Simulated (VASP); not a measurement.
Wanted: the native input for a VASP 6.6.1 run.

```
Task                   : single point
Functional             : PBE
Dispersion             : D3(BJ)
Potentials or basis    : VASP PAW PBE potentials, release 64 (Zr_sv)
Cutoff                 : 520 eV
k mesh                 : 15 × 15 × 8
Occupations            : gaussian, width 0.1 eV
Spin                   : no spin polarisation
Dipole correction      : no
Further INCAR settings : ALGO = Fast; EDIFF = 1e-07; NBANDS = 19
```

The structure of Zr lies in POSCAR:

```
Zr
1.0
    3.1832123965      0.0000000000      0.0000000000
   -1.5916061982      2.7567428010      0.0000000000
    0.0000000000      0.0000000000      5.1151445511
Zr
2
Direct
    0.3333333333      0.6666666667      0.2500000000
    0.6666666667      0.3333333333      0.7500000000
```

These files were run (other wordings do the same):

INCAR

```
ALGO = Fast
EDIFF = 1E-7
ENCUT = 520
GGA = PE
ISIF = 2
ISMEAR = 0
IVDW = 12
LASPH = True
LCHARG = False
LREAL = False
LWAVE = False
NBANDS = 19
NELM = 100
PREC = Accurate
SIGMA = 0.1
```

KPOINTS

```
k-points
0
Gamma
  15 15 8
```

Potentials or basis: VASP PAW PBE potentials, release 64 (Zr_sv).

Command:

```console
$ cat potpaw_PBE.64/Zr_sv/POTCAR > POTCAR
$ mpirun -np 1 vasp_std > vasp.out
```

Results of the run:

| Item | Value |
| --- | --- |
| Pressure | 0.0 GPa |
| Band gap on the k mesh | zero (bands 12 and 13 overlap by 1.30 eV) |
| Dispersion energy per atom | -0.549 eV |

Wall time 5.8 min on 1 thread of AMD EPYC 7R13, with other jobs on the host, peak memory 0.2 GiB.
